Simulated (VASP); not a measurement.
**CsAg2: single point with PBE**

CsAg2:

```xyz
3
Lattice="4.7224 0.0000 0.0000 -2.3612 4.0898 0.0000 0.0000 0.0000 5.0701" Properties=species:S:1:pos:R:3 pbc="T T T"
Cs    0.0000    0.0000    2.5350
Ag    0.0000    2.7265    0.0000
Ag    2.3612    1.3633    0.0000
```

```json
{
  "Program": "VASP 6.6.1",
  "Task": "single point",
  "Functional": "PBE",
  "Potentials or basis": "VASP PAW PBE potentials, release 64 (Cs_sv, Ag)",
  "Cutoff": "520 eV",
  "k mesh": "12 × 12 × 8",
  "Occupations": "gaussian, width 0.1 eV",
  "Spin": "no spin polarisation"
}
```

The pressure is 2.8 GPa and the band gap on the k mesh is zero (an odd number of electrons rules out a gap without spin polarisation).

Levels at points of the mesh, in eV from the Fermi level:
| k point | band 13 | band 14 | band 15 | band 16 | band 17 | band 18 | band 19 | band 20 |
| --- | --- | --- | --- | --- | --- | --- | --- | --- |
| (0.00, 0.00, 0.00) | -3.68 | -3.67 | -3.67 | 2.52 | 2.78 | 2.86 | 2.86 | 5.31 |
| (0.50, 0.00, 0.00) | -3.43 | -3.21 | -1.68 | -1.21 | 2.12 | 2.75 | 2.94 | 5.65 |
| (0.00, 0.00, 0.50) | -3.59 | -3.59 | -2.71 | -0.68 | 4.38 | 4.38 | 4.79 | 4.79 |
| (0.50, 0.00, 0.50) | -3.51 | -3.21 | -1.80 | -0.32 | 1.33 | 1.72 | 2.59 | 6.23 |

It took 110 s on 1 thread of Oxide Virtual Turin-like Processor (shared host), peak memory 0.31 GiB.

Caveat: spin-orbit coupling is left out, which moves the levels of the heavy elements.
